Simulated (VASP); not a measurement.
# Li2O (d3) (Fm-3m) in VASP: notebook, part 2 of 2

VASP 6.6.1.

## Step 3: Single point, PBE+D3(BJ)

This run uses another cell than the first one, of 7.71 Å³/atom, 0.934 times its volume.

INCAR

```
SYSTEM = Li2O
  PREC = Accurate
  ENCUT = 750
  EDIFF = 1E-6
  ISMEAR = 0
  SIGMA = 0.02
  LREAL = .FALSE.
  LASPH = .TRUE.
  NELM = 120
  ALGO = Normal
  ISIF = 2
  LWAVE = .FALSE.
  LCHARG = .FALSE.
  GGA = PE
  IVDW = 12
  NBANDS = 13
  GGA_COMPAT = .FALSE.
```

KPOINTS

```
regular mesh
0
G
  8 8 8
  0 0 0
```

POSCAR

```
Li2O
1.0
    0.0000000000      2.2615495244      2.2615495244
    2.2615495244      0.0000000000      2.2615495244
    2.2615495244      2.2615495244      0.0000000000
Li O
2 1
Direct
    0.2500000000      0.2500000000      0.2500000000
    0.7500000000      0.7500000000      0.7500000000
    0.0000000000      0.0000000000      0.0000000000
```

Potentials or basis: VASP PAW PBE potentials, release 64 (Li_sv, O).

On the command line:

```
cat potpaw_PBE.64/Li_sv/POTCAR potpaw_PBE.64/O/POTCAR > POTCAR
mpirun -np 1 vasp_std > vasp.out
```

OUTCAR:

```text
SYSTEM = Li2O
   PREC = Accurate
   ENCUT = 750
   EDIFF = 1E-6
   ISMEAR = 0
   LREAL = .FALSE.
   LASPH = .TRUE.
   NELM = 120
   ISIF = 2
   GGA = PE
   IVDW = 12
 IVDW          = 12

 ion  position               nearest neighbor table
   1  0.250  0.250  0.250-   3 1.96   3 1.96   3 1.96   3 1.96   2 2.26   2 2.26   2 2.26   2 2.26
                             2 2.26   2 2.26
   2  0.750  0.750  0.750-   3 1.96   3 1.96   3 1.96   3 1.96   1 2.26   1 2.26   1 2.26   1 2.26
                             1 2.26   1 2.26
   3  0.000  0.000  0.000-   1 1.96   2 1.96   2 1.96   2 1.96   2 1.96   1 1.96   1 1.96   1 1.96

  LATTYP: Found a face centered cubic cell.
[... 585 lines left out ...]
  Direction    XX          YY          ZZ          XY          YZ          ZX
  --------------------------------------------------------------------------------------
  -------------------------------------------------------------------------------------
  Total      -0.02168    -0.02168    -0.02168    -0.00000     0.00000     0.00000
  in kB      -1.50155    -1.50155    -1.50155    -0.00000     0.00000     0.00000
  external pressure =       -1.50 kB  Pullay stress =        0.00 kB

 VOLUME and BASIS-vectors are now :
 -----------------------------------------------------------------------------
  energy-cutoff  :      750.00
  volume of cell :       23.13
      direct lattice vectors                 reciprocal lattice vectors
     0.000000000  2.261549524  2.261549524    -0.221087354  0.221087354  0.221087354
     2.261549524  0.000000000  2.261549524     0.221087354 -0.221087354  0.221087354
     2.261549524  2.261549524  0.000000000     0.221087354  0.221087354 -0.221087354

 POSITION                                       TOTAL-FORCE (eV/Angst)
 -----------------------------------------------------------------------------------
      1.13077      1.13077      1.13077         0.000000     -0.000000      0.000000
      3.39232      3.39232      3.39232        -0.000000     -0.000000      0.000000
      0.00000      0.00000      0.00000         0.000000      0.000000     -0.000000
 -----------------------------------------------------------------------------------
    total drift:                                0.000000     -0.000000      0.000000

  FREE ENERGIE OF THE ION-ELECTRON SYSTEM (eV)
  ---------------------------------------------------
  free  energy   TOTEN  =       -15.1713808614 eV

  energy  without entropy=      -15.1713808614  energy(sigma->0) =      -15.17138086
```

stdout:

```text
POSCAR found type information on POSCAR LiO
 POSCAR found :  2 types and       3 ions
 scaLAPACK will be used
 LDA part: xc-table for (Slater+PW92), standard interpolation
 POSCAR, INCAR and KPOINTS ok, starting setup
 FFT: planning ... GRIDC
 FFT: planning ... GRID_SOFT
 FFT: planning ... GRID
 WAVECAR not read
 entering main loop
```

Wall time 7.9 s (1 thread of Intel Xeon 6975P-C (Granite Rapids), shared host); peak memory 0.17 GiB.

Results:

| Quantity | Value |
| --- | --- |
| Free energy | -15.1714 eV |
| Pressure | -0.2 GPa |
| Band gap on the k mesh | 5.10 eV, indirect (least direct gap 5.75 eV) |
| Dispersion energy per atom | -0.282 eV |

A k mesh can miss the band edges. Expect the measured gap to be larger: semilocal functionals such as PBE lack the derivative discontinuity.

## Step 4: Relaxation of cell and atoms, PBE+D3(BJ)

INCAR

```
SYSTEM = Li2O
PREC = Accurate
ENCUT = 750
EDIFF = 1E-7
ISMEAR = 0
SIGMA = 0.02
LREAL = .False.
LASPH = .True.
NELM = 120
ALGO = Normal
ISIF = 3
LWAVE = .False.
LCHARG = .False.
GGA = PE
IVDW = 12
IBRION = 2
NSW = 100
EDIFFG = -0.002
GGA_COMPAT = .False.
NELMIN = 4
```

KPOINTS

```
Automatic mesh
0
Gamma
  8 8 8
  0 0 0
```

POSCAR

```
Li2O
1.0
    0.0000000000      2.3135000000      2.3135000000
    2.3135000000      0.0000000000      2.3135000000
    2.3135000000      2.3135000000      0.0000000000
Li O
2 1
Direct
    0.2500000000      0.2500000000      0.2500000000
    0.7500000000      0.7500000000      0.7500000000
    0.0000000000      0.0000000000      0.0000000000
```

Potentials or basis: VASP PAW PBE potentials, release 64 (Li_sv, O).

On the command line:

```
cat potpaw_PBE.64/Li_sv/POTCAR potpaw_PBE.64/O/POTCAR > POTCAR
mpirun -np 1 vasp_std > vasp.out
```

OUTCAR:

```text
SYSTEM = Li2O
   PREC = Accurate
   ENCUT = 750
   EDIFF = 1E-7
   ISMEAR = 0
   LREAL = .False.
   LASPH = .True.
   NELM = 120
   ISIF = 3
   GGA = PE
   IVDW = 12
   IBRION = 2
   NSW = 100
   EDIFFG = -0.002
   NELMIN = 4
 IVDW          = 12

 ion  position               nearest neighbor table
   1  0.250  0.250  0.250-   3 2.00   3 2.00   3 2.00   3 2.00   2 2.31   2 2.31   2 2.31   2 2.31
                             2 2.31   2 2.31
   2  0.750  0.750  0.750-   3 2.00   3 2.00   3 2.00   3 2.00   1 2.31   1 2.31   1 2.31   1 2.31
                             1 2.31   1 2.31
   3  0.000  0.000  0.000-   2 2.00   2 2.00   2 2.00   1 2.00   2 2.00   1 2.00   1 2.00   1 2.00

  LATTYP: Found a face centered cubic cell.
 ALAT       =     4.6270000000

  Lattice vectors:

 A1 = (   0.0000000000,   2.3135000000,   2.3135000000)
[... 231 lines left out ...]
 k-point     1 :       0.0000    0.0000    0.0000
  band No.  band energies     occupation
      1     -41.3777      2.00000
      2     -41.0065      2.00000
      3     -13.9756      2.00000
      4       1.5347      2.00000
      5       1.5347      2.00000
      6       1.5347      2.00000
      7       7.0801      0.00000
      8      13.6904      0.00000
      9      13.6904      0.00000
     10      13.6904      0.00000
[... 380 lines left out ...]
--------------------------------------- Ionic step        4  -------------------------------------------

 number of electron      12.0000003 magnetization

 Free energy of the ion-electron system (eV)
  ---------------------------------------------------
  ext. energy  EPLUGINS =         0.00000000
  ---------------------------------------------------
  free energy    TOTEN  =       -14.32890227 eV

  energy without entropy =      -14.32890227  energy(sigma->0) =      -14.32890227

 E-fermi :   1.7982     XC(G=0): -10.0235

 val. band max:        1.6814135247   @ k =   0.0000   0.0000   0.0000
 cond. band min:       6.7828800392   @ k =   0.5000   0.5000   0.0000
 fundamental gap:      5.1014665145
 Fermi energy:         1.7981654268

 k-point     1 :       0.0000    0.0000    0.0000
  band No.  band energies     occupation
      1     -41.1870      2.00000
      2     -40.7839      2.00000
      3     -13.8724      2.00000
      4       1.6814      2.00000
      5       1.6814      2.00000
      6       1.6814      2.00000
      7       7.4287      0.00000
      8      13.9904      0.00000
      9      13.9904      0.00000
     10      13.9904      0.00000
[... 333 lines left out ...]
  FREE ENERGIE OF THE ION-ELECTRON SYSTEM (eV)
  ---------------------------------------------------
  free  energy   TOTEN  =       -15.1751708709 eV

  energy  without entropy=      -15.1751708709  energy(sigma->0) =      -15.17517087

 reached required accuracy - stopping structural energy minimisation
```

Run time: 19 s. Hardware: 1 thread of Intel Xeon 6975P-C (Granite Rapids), shared host; peak memory 0.17 GiB.

Results:

```yaml
Free_energy: -15.1752 eV
Relaxed_volume: 7.71 Å³/atom
Relaxed_cell: a = 3.198 Å, b = 3.198 Å, c = 3.198 Å, α = 60.00°, β = 60.00°, γ = 60.00°
Space_group_after_relaxing_to_0.05_Å: Fm-3m (No. 225)
Energy_gained_by_relaxing: 10.1 meV/atom
Ionic_steps: 4
Pressure_after_relaxing: 0.0 GPa
Band_gap_on_the_k_mesh: 5.10 eV, indirect (least direct gap 5.75 eV)
Dispersion_energy_per_atom: -0.282 eV
```

Step by step:
| step | energy change (eV) | largest force (eV/Å) | pressure (GPa) | volume (Å³) |
| --- | --- | --- | --- | --- |
| 1 | 0.0000 | 0.0000 | -5.63 | 24.77 |
| 2 | -0.0258 | 0.0000 | -2.33 | 23.74 |
| 3 | -0.0303 | 0.0000 | -0.10 | 23.16 |
| 4 | -0.0303 | 0.0000 | 0.03 | 23.12 |

Final structure:
```xyz
3
Lattice="0.0000 2.2612 2.2612 2.2612 0.0000 2.2612 2.2612 2.2612 0.0000" Properties=species:S:1:pos:R:3 pbc="T T T"
Li    1.1306    1.1306    1.1306
Li    3.3919    3.3919    3.3919
O     2.2612    2.2612    0.0000
```

A k mesh can miss the band edges. A hybrid or GW would open this gap; PBE tends to underestimate it.

## Step 5: Summary

```tsv
task	cell	k mesh	smearing	gap on the mesh (eV)	pressure (GPa)
single point	a = 3.272 Å, angles 60.0°, 3 atoms	6 × 6 × 6	gaussian 0.1 eV	4.97	-5.6
single point	a = 3.198 Å, angles 60.0°, 3 atoms	8 × 8 × 8	gaussian 0.02 eV	5.10	-0.2
relaxation of cell and atoms	relaxed from a = 3.272 Å, angles 60.0°, 3 atoms	8 × 8 × 8	gaussian 0.02 eV	5.10	0.0
```

Alike in all rows: level PBE+D3(BJ); potentials or basis VASP PAW PBE potentials, release 64 (Li_sv, O); no spin polarisation; cutoff (eV) 750.

Absolute energies hang on the potentials; compare differences alone.
